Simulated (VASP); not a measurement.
Set up this calculation in VASP 6.6.1, as the native input.

| Quantity | Value |
| --- | --- |
| Task | single point |
| Functional | PBEsol |
| Potentials or basis | VASP PAW PBE potentials, release 64 (Cd, Te) |
| Cutoff | 500 eV |
| k mesh | 6 × 6 × 6 |
| Occupations | gaussian, width 0.01 eV |
| Spin | no spin polarisation |
| Dipole correction | no |
| Further INCAR settings | ALGO = Normal; EDIFF = 1e-06; NBANDS = 16 |

The structure of CdTe (e600) lies in POSCAR:

```
CdTe
1.0
    0.0000000000      3.2451952196      3.2451952196
    3.2451952196      0.0000000000      3.2451952196
    3.2451952196      3.2451952196      0.0000000000
Cd Te
1 1
Direct
    0.0000000000      0.0000000000      0.0000000000
    0.2500000000      0.2500000000      0.2500000000
```

One way to write it, as run:

INCAR

```
SYSTEM = CdTe
PREC = Accurate ; ENCUT = 500
EDIFF = 1E-6 ; ISMEAR = 0
SIGMA = 0.01 ; LREAL = .FALSE.
LASPH = .TRUE. ; NELM = 120
ALGO = Normal ; ISIF = 2
LWAVE = .FALSE. ; LCHARG = .FALSE.
GGA = PS ; NBANDS = 16
GGA_COMPAT = .FALSE.
```

KPOINTS

```
regular mesh
0
G
  6 6 6
  0 0 0
```

Potentials or basis: VASP PAW PBE potentials, release 64 (Cd, Te).

Run with:

```console
$ cat potpaw_PBE.64/Cd/POTCAR potpaw_PBE.64/Te/POTCAR > POTCAR
$ mpirun -np 1 vasp_std > vasp.out
```

It gave:

| Property | Result |
| --- | --- |
| Pressure | 0.2 GPa |
| Band gap on the k mesh | 0.65 eV, direct |

Caveat: the PAW data sets were made with another functional, which shifts forces and pressure a little; spin-orbit coupling is left out, which moves the levels of the heavy elements.

It took 41 s on 1 thread of Intel Xeon 8259CL, with other jobs on the host, peak memory 0.21 GiB.
